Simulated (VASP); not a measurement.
Crystal: InP.

```xyz
2
Lattice="0.0000 2.9392 2.9392 2.9392 0.0000 2.9392 2.9392 2.9392 0.0000" Properties=species:S:1:pos:R:3 pbc="T T T"
In    0.0000    0.0000    0.0000
P     4.4089    4.4089    4.4089
```

Base run:

- Program: VASP 6.6.1
- Functional: revPBE
- Potentials or basis: VASP PAW PBE potentials, release 64 (In_d, P)
- Cutoff: 500 eV
- k mesh: 6 × 6 × 6
- Occupations: tetrahedron
- Spin: no spin polarisation

Its results: band gap on the k mesh 0.76 eV; pressure 3.9 GPa.

**Question.** The run is repeated on the same cell with these changes: functional from revPBE to PBEsol; occupations from tetrahedron to gaussian, width 0.01 eV. What comes out?

**Answer.** Band gap on the k mesh 0.56 eV; pressure 0.0 GPa.

Caveats: the PAW data sets were made with another functional, which shifts forces and pressure a little; spin-orbit coupling is left out, which moves the levels of the heavy elements; the cell stands under pressure (at least some runs).

